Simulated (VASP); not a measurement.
A run of VASP 6.6.1:

The input INCAR:

```
PREC = Accurate
ENCUT = 520
EDIFF = 1E-7
ISMEAR = -1
SIGMA = 0.05
LREAL = False
LASPH = True
NELM = 100
ALGO = Normal
ISIF = 2
LWAVE = False
LCHARG = False
GGA = B5
ALDAX = 1.0
AGGAX = 1.0
AGGAC = 1.0
ALDAC = 0.0
IVDW = 12
VDW_S6 = 1.0
VDW_S8 = 2.6996
VDW_A1 = 0.4298
VDW_A2 = 4.2359
NBANDS = 18
```

The input KPOINTS:

```
regular mesh
0
Gamma
  8 8 6
```

File POSCAR:

```
P
1.0
    1.6698605536     -5.1414807860      0.0000000000
    1.6698605536      5.1414807860      0.0000000000
    0.0000000000      0.0000000000      4.2906974582
P
4
Direct
    0.8947170707      0.1052829293      0.5767873406
    0.1052829293      0.8947170707      0.4232126594
    0.6052829293      0.3947170707      0.0767873406
    0.3947170707      0.6052829293      0.9232126594
```

Potentials or basis: VASP PAW PBE potentials, release 64 (P).

Launch:

```console
$ cat potpaw_PBE.64/P/POTCAR > POTCAR
$ mpirun -np 1 vasp_std > vasp.out
```

Hardware: 1 thread of Intel(R) Xeon(R) Platinum 8488C (Sapphire Rapids), with other jobs on the host.

Question: How long does it take, and how much memory?

Answer: Run time: 76 s on 1 thread of Intel(R) Xeon(R) Platinum 8488C (Sapphire Rapids) (shared host), peak memory 0.25 GiB. Counts: scf iterations 13, k points 84.
